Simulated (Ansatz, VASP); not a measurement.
AlNi in VASP and in Ansatz

The input POSCAR:

```
AlNi
1.0
    1.9386940000     -1.9531901500      0.0000000000
    1.9386940000      1.9531901500      0.0000000000
    0.0000000000      0.0000000000      3.0994300413
Al Ni
1 1
Direct
    0.0000000000      0.0000000000      0.0000000000
    0.5000000000      0.5000000000      0.5000000000
```

Contents of INCAR.step1:

```
ALGO = Normal
EDIFF = 1E-4
ENCUT = 520
GGA = PE
ISMEAR = 1
LASPH = True
LCHARG = False
LREAL = False
LWAVE = True
NBANDS = 14
NELM = 80
PREC = Accurate
SIGMA = 0.01
```

Contents of INCAR.step2:

```
ALGO = Normal
EDIFF = 1E-6
ENCUT = 520
ISIF = 2
ISMEAR = 1
ISTART = 1
LASPH = True
LCHARG = False
LMIXTAU = True
LREAL = False
LWAVE = False
METAGGA = R2SCAN
NBANDS = 14
NELM = 80
PREC = Accurate
SIGMA = 0.01
```

KPOINTS

```
k-points
0
Gamma
  16 16 14
```

Input for Ansatz:

```yaml
crystal:
  lattice:
    - [1.938694, -1.95319015, 0.0]
    - [1.938694, 1.95319015, 0.0]
    - [0.0, 0.0, 3.0994300413]
  atoms:
    - { symbol: Al, position: [0.0, 0.0, 0.0] }
    - { symbol: Ni, position: [0.5, 0.5, 0.5] }
basis:
  ecutwfc: 500
kpoints:
  mp_grid: { grid: [16, 16, 14] }
hamiltonian:
  xc: r2scan
scf:
  occupations: { method: methfessel_paxton, width: 0.01 }
output:
  forces: true
  stress: true
  eigenvalues: true
```

Alike in both runs: task single point; functional r2SCAN; k mesh 16 × 16 × 14; occupations methfessel-paxton of order 1, width 0.01 eV; no spin polarisation.

```csv
,VASP,Ansatz
version,VASP 6.6.1,Ansatz 0.2.0
potentials or method,"VASP PAW PBE potentials, release 64 (Al, Ni), cutoff 520 eV","scalar-relativistic, plane waves, PAW"
valence electrons in the cell,13,21
```

|  | VASP | Ansatz | Ansatz less VASP |
| --- | --- | --- | --- |
| gap on the k mesh at the Fermi level (eV) | none | none | - |
| pressure (GPa) | 0.4 | 0.5 | +0.18 |
| traceless stress, the component that is largest in VASP (GPa) | -4.79 | -4.66 | +0.131 |

VASP's potentials were made for PBE, not for r2SCAN. A gap of «none» marks a metal or a gap that the smearing closes. VASP's potentials hold 13 valence electrons a cell and Ansatz's 21, so a difference there can come from the potentials and not from the codes.
